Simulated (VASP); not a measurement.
A run of VASP 6.6.1 is set up as follows.

Contents of INCAR:

```
ALGO = Normal
EDIFF = 1E-7
ENCUT = 520
ISIF = 2
ISMEAR = 0
LASPH = True
LCHARG = True
LELF = True
LREAL = False
LVHAR = True
LWAVE = False
NBANDS = 25
NELM = 100
PREC = Accurate
SIGMA = 0.01
```

File KPOINTS:

```
k-points
0
Gamma
  6 6 8
```

POSCAR

```
SiO2
1.0
    4.2858495132      0.0000000000      0.0000000000
    0.0000000000      4.2858495132      0.0000000000
    0.0000000000      0.0000000000      2.7344567358
Si O
2 4
Direct
    0.0000000000      0.0000000000      0.0000000000
    0.5000000000      0.5000000000      0.5000000000
    0.3059000000      0.3059000000      0.0000000000
    0.1941000000      0.8059000000      0.5000000000
    0.6941000000      0.6941000000      0.0000000000
    0.8059000000      0.1941000000      0.5000000000
```

Potentials or basis: VASP PAW LDA potentials, release 64 (Si, O).

Launch:

```sh
$ cat potpaw_LDA.64/Si/POTCAR potpaw_LDA.64/O/POTCAR > POTCAR
$ mpirun -np 1 vasp_std > vasp.out
```

Problem. What does it give for the largest force?

Solution. 0.476 eV/Å.

Problem. Predict the pressure.

Solution. -23.8 GPa.

Stress tensor (GPa, compression positive):
```
-22.77   0.00   0.00
  0.00 -22.77   0.00
  0.00   0.00 -25.93
```
